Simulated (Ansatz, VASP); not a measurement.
**Two plane-wave programs on LaNb4O**

```
La Nb O
1.0
     3.72967    0.00000    0.00000
     0.00000    3.72967    0.00000
     0.00000    0.00000    9.41545
La Nb O
1 4 1
Direct
  0.50000 0.50000 0.00000
  0.00000 0.50000 0.63841
  0.50000 0.00000 0.63841
  0.00000 0.50000 0.36159
  0.50000 0.00000 0.36159
  0.00000 0.00000 0.00000
```

Alike in both runs: functional PBE; k mesh 10 × 10 × 4; occupations gaussian, width 0.1 eV; no spin polarisation.

Ansatz relaxed the structure, and its values are those at the end. VASP's run is a single point on that final structure, the one shown.

|  | VASP | Ansatz |
| --- | --- | --- |
| version | VASP 6.6.1 | Ansatz 0.2.0 |
| potentials or method | VASP PAW PBE potentials, release 64 (La, Nb_sv, O), cutoff 520 eV | scalar-relativistic, plane waves, PAW |
| valence electrons in the cell | 69 | 69 |

|  | VASP | Ansatz | Ansatz less VASP |
| --- | --- | --- | --- |
| gap on the k mesh at the Fermi level (eV) | none | none | - |
| pressure (GPa) | -0.2 | 0.0 | +0.18 |

A gap of «none» marks a metal or a gap that the smearing closes.

Spin-orbit coupling is off throughout.
